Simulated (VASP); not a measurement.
# Pd (Im-3m) in VASP: a series of runs

Pd is run at these levels: PBEsol; tasks: single point.

Program: VASP 6.6.1. These are calculated values, not measurements. Logs are shortened: lines on timing, memory, paths and dates and some standing lists are left out, and cuts for length are marked.

## (1) The cell of the first run

It takes space group Im-3m (No. 229, cubic). The conventional cell has a = 3.044 Å, b = 3.044 Å, c = 3.044 Å, α = 90.00°, β = 90.00°, γ = 90.00°. Within 3.5 Å of Pd (site symmetry m-3m) lie 14 Pd at 2.64 to 3.04 Å.

## (2) Single point, PBEsol (volume scaled by 0.96)

The input, INCAR:

```
PREC = Accurate
ENCUT = 520
EDIFF = 1E-6
ISMEAR = -1
SIGMA = 0.1
LREAL = False
LASPH = True
NELM = 100
ALGO = Normal
ISIF = 2
LWAVE = False
LCHARG = False
GGA = PS
NBANDS = 11
```

The input, KPOINTS:

```
regular mesh
0
Gamma
  16 16 16
```

The input, POSCAR:

```
Pd
1.0
   -1.5221573212      1.5221573212      1.5221573212
    1.5221573212     -1.5221573212      1.5221573212
    1.5221573212      1.5221573212     -1.5221573212
Pd
1
Direct
    0.0000000000      0.0000000000      0.0000000000
```

Potentials or basis: VASP PAW PBE potentials, release 64 (Pd).

Command:

```console
$ cat potpaw_PBE.64/Pd/POTCAR > POTCAR
$ mpirun -np 1 vasp_std > vasp.out
```

OUTCAR:

```text
PREC = Accurate
   ENCUT = 520
   EDIFF = 1E-6
   ISMEAR = -1
   LREAL = False
   LASPH = True
   NELM = 100
   ISIF = 2
   GGA = PS

 ion  position               nearest neighbor table
   1  0.000  0.000  0.000-

  LATTYP: Found a body centered cubic cell.
 ALAT       =     3.0443146424

  Lattice vectors:

 A1 = (  -1.5221573212,   1.5221573212,   1.5221573212)
 A2 = (   1.5221573212,  -1.5221573212,   1.5221573212)
 A3 = (   1.5221573212,   1.5221573212,  -1.5221573212)

Analysis of symmetry for initial positions (statically):
=====================================================================
 Subroutine PRICEL returns:
 Original cell was already a primitive cell.

 Routine SETGRP: Setting up the symmetry group for a
 body centered cubic supercell.

 Subroutine GETGRP returns: Found 48 space group operations
 (whereof 48 operations were pure point group operations)
 out of a pool of 48 trial point group operations.

The static configuration has the point symmetry O_h .

Analysis of symmetry for dynamics (positions and initial velocities):
=====================================================================
 Subroutine PRICEL returns:
 Original cell was already a primitive cell.

 Routine SETGRP: Setting up the symmetry group for a
 body centered cubic supercell.

 Subroutine GETGRP returns: Found 48 space group operations
 (whereof 48 operations were pure point group operations)
 out of a pool of 48 trial point group operations.

The dynamic configuration has the point symmetry O_h .

 Subroutine INISYM returns: Found 48 space group operations
 (whereof 48 operations are pure point group operations),
 and found     1 'primitive' translations

----------------------------------------------------------------------------------------

                                     Primitive cell

  volume of cell :      14.1071

  direct lattice vectors                    reciprocal lattice vectors
    -1.522157321  1.522157321  1.522157321     0.000000000  0.328481158  0.328481158
     1.522157321 -1.522157321  1.522157321     0.328481158  0.000000000  0.328481158
     1.522157321  1.522157321 -1.522157321     0.328481158  0.328481158  0.000000000

  length of vectors
     2.636453817  2.636453817  2.636453817     0.464542509  0.464542509  0.464542509

[... 76 lines left out ...]
   ENCUT  =  520.0 eV  38.22 Ry    6.18 a.u.   4.90  4.90  4.90*2*pi/ulx,y,z
   NELM   =    100;   NELMIN=  2; NELMDL= -5     # of ELM steps
   EDIFF  = 0.1E-05   stopping-criterion for ELM
   LREAL  =      F    real-space projection
   EDIFFG = 0.1E-04   stopping-criterion for IOM
   NSW    =      0    number of steps for IOM
   IBRION =     -1    ionic relax: 0-MD 1-quasi-New 2-CG
   NFREE  =      0    steps in history (QN), initial steepest desc. (CG)
   ISIF   =      2    stress and relaxation
   ISYM   =      2    0-nonsym 1-usesym 2-fastsym
   POTIM  = 0.5000    time-step for ionic-motion
   TEBEG  =    0.0;   TEEND  =   0.0 temperature during run
   PSTRESS=    0.0 pullay stress
   NELECT =      10.0000    total number of electrons
   NUPDOWN=      -1.0000    fix difference up-down
   EMIN   =  10.00;   EMAX   =-10.00  energy-range for DOS
   EFERMI =   0.00;   METHOD = LEGACY
   ISMEAR =    -1;   SIGMA  =   0.10  broadening in eV -4-tet -1-fermi 0-gaus
   EFERMI_NEDOS =   21; number of points for ismear=-14 and -15
   IALGO  =     38    algorithm
   IMIX   =      4    mixing-type and parameters
     AMIX     =   0.40;   BMIX     =  1.00
     AMIX_MAG =   1.60;   BMIX_MAG =  1.00
  volume/ion in A,a.u.               =      14.11        95.20
  Fermi-wavevector in a.u.,A,eV,Ry     =   1.459694  2.758423 28.990041  2.130708
  Thomas-Fermi vector in A             =   2.576231
   LORBIT       =      0    0 simple, 1 ext, 2 COOP (PROOUT), +10 PAW based schemes
   GGA     = PS    functional components
   LHFCALC =     F    Hartree Fock is set to
   AEXX    =    0.0000 exact exchange contribution
   IVDW    =     0    specifies the selected vdW correction
   LEPSILON=     F    determine dielectric tensor
   LRPA    =     F    only Hartree local field effects (RPA)
 non-spin polarized calculation
  energy-cutoff  :      520.00
  volume of cell :       14.11
 maximum number of plane-waves:       390
   NGX =  9   NGY =  9   NGZ =  9

 number of electron      10.0000000 magnetization

 number of electron       9.9999996 magnetization

 Free energy of the ion-electron system (eV)
  ---------------------------------------------------
  ext. energy  EPLUGINS =         0.00000000
  ---------------------------------------------------
  free energy    TOTEN  =        -5.91103521 eV

  energy without entropy =       -5.87129529  energy(sigma->0) =       -5.89116525

 E-fermi :  10.4037     XC(G=0): -13.6528

 val. band max:       10.3998010769   @ k =  -0.3750   0.5000   0.2500
 cond. band min:      10.4104311595   @ k =  -0.3750   0.4375   0.1250
 fundamental gap:      0.0106300826
 Fermi energy:        10.4036750302

 k-point     1 :       0.0000    0.0000    0.0000
  band No.  band energies     occupation
      1       2.8072      2.00000
      2       7.2038      2.00000
      3       7.2038      2.00000
      4       7.2038      2.00000
      5       9.3653      1.99994
      6       9.3653      1.99994
      7      29.7969      0.00000
      8      29.7969      0.00000
      9      29.7969      0.00000
     10      36.5044      0.00000
     11      38.9026      0.00000
[... 309 lines left out ...]
 k-point    24 :       0.2500    0.1875   -0.0000
  band No.  band energies     occupation
      1       5.5141      2.00000
      2       6.3563      2.00000
      3       7.3512      2.00000
      4       8.9869      2.00000
      5       9.7456      1.99723
      6      12.0051      0.00000
      7      22.9596      0.00000
      8      24.5703      0.00000
      9      28.9478      0.00000
     10      33.2309      0.00000
     11      36.4690      0.00000

 [... further k-points ...]
[... 5 lines left out ...]
  --------------------------------------------------------------------------------------
  -------------------------------------------------------------------------------------
  Total        0.7524052      0.7524052      0.7524052      0.0000000      0.0000000      0.0000000
  in kB       85.4523026     85.4523026     85.4523026      0.0000000      0.0000000      0.0000000
  external PRESSURE =      85.4523026 kB  Pullay stress =       0.0000000 kB

 VOLUME and BASIS-vectors are now :
 -----------------------------------------------------------------------------
  energy-cutoff  :      520.00
  volume of cell :       14.11
      direct lattice vectors                 reciprocal lattice vectors
    -1.522157321  1.522157321  1.522157321     0.000000000  0.328481158  0.328481158
     1.522157321 -1.522157321  1.522157321     0.328481158  0.000000000  0.328481158
     1.522157321  1.522157321 -1.522157321     0.328481158  0.328481158  0.000000000

 POSITION                                       TOTAL-FORCE (eV/Angst)
 -----------------------------------------------------------------------------------
      0.00000      0.00000      0.00000        -0.000000      0.000000     -0.000000
 -----------------------------------------------------------------------------------
    total drift:                                0.000000     -0.000000      0.000000

  FREE ENERGIE OF THE ION-ELECTRON SYSTEM (eV)
  ---------------------------------------------------
  free  energy   TOTEN  =        -5.9110352110 eV

  energy  without entropy=       -5.8712952868  energy(sigma->0) =       -5.89116525
```

stdout:

```text
POSCAR found type information on POSCAR Pd
 POSCAR found :  1 types and       1 ions
 scaLAPACK will be used
 -----------------------------------------------------------------------------
|                                                                             |
|                                                                             |
|     You enforced a specific xc type in the INCAR file but a different       |
|     I HOPE YOU KNOW WHAT YOU ARE DOING!                                     |
|                                                                             |
 -----------------------------------------------------------------------------

 LDA part: xc-table for (Slater+PW92), standard interpolation
 POSCAR, INCAR and KPOINTS ok, starting setup
 FFT: planning ... GRIDC
 FFT: planning ... GRID_SOFT
 FFT: planning ... GRID
 WAVECAR not read
 entering main loop
```

Wall time 14 s (1 thread of Intel Xeon Platinum 8259CL at 2.50GHz (Skylake/Cascade Lake), shared host); peak memory 0.14 GiB.

What came out:

- Free energy: -5.9110 eV
- Pressure: 8.5 GPa
- Band gap on the k mesh: zero (band 5 reaches 11.07 eV, above the bottom of band 6 at 9.25 eV)

Caveat: the cell differs from its parent crystal (volume scaled by 0.96); the PAW data sets were made with another functional, which shifts forces and pressure a little.

## (3) Single point, PBEsol

This run uses another cell than the first one, of 14.69 Å³/atom, 1.042 times its volume.

The input, INCAR:

```
  PREC = Accurate
  ENCUT = 520
  EDIFF = 1E-6
  ISMEAR = -1
  SIGMA = 0.1
  LREAL = False
  LASPH = True
  NELM = 80
  ALGO = Normal
  ISIF = 2
  LWAVE = False
  LCHARG = False
  GGA = PS
  NBANDS = 11
```

The input, KPOINTS:

```
Automatic mesh
0
Gamma
  16 16 16
```

The input, POSCAR:

```
Pd
1.0
   -1.5430113828      1.5430113828      1.5430113828
    1.5430113828     -1.5430113828      1.5430113828
    1.5430113828      1.5430113828     -1.5430113828
Pd
1
Direct
    0.0000000000      0.0000000000      0.0000000000
```

Potentials or basis: VASP PAW PBE potentials, release 64 (Pd).

Command:

```console
$ cat potpaw_PBE.64/Pd/POTCAR > POTCAR
$ mpirun -np 1 vasp_std > vasp.out
```

Run time: 14 s. Hardware: 1 thread of Intel Xeon Platinum 8259CL at 2.50GHz (Skylake/Cascade Lake), shared host; peak memory 0.14 GiB.

The run converged. Its results:

```
Free energy            : -5.9257 eV
Pressure               : -0.4 GPa
Band gap on the k mesh : zero (band 5 reaches 10.31 eV, above the bottom of band 6 at 8.62 eV)
```

Levels at points of the mesh, in eV from the Fermi level:
```csv
k point,band 2,band 3,band 4,band 5,band 6,band 7,band 8,band 9
"(0.00, 0.00, 0.00)",-3.00,-3.00,-3.00,-0.97,-0.97,19.32,19.32,19.32
"(0.50, 0.00, 0.00)",-4.23,-1.05,-0.72,0.61,1.29,7.93,15.08,17.82
"(0.50, 0.50, 0.50)",-5.32,0.22,0.22,0.22,9.15,9.15,9.15,17.72
```

Caveat: the PAW data sets were made with another functional, which shifts forces and pressure a little.
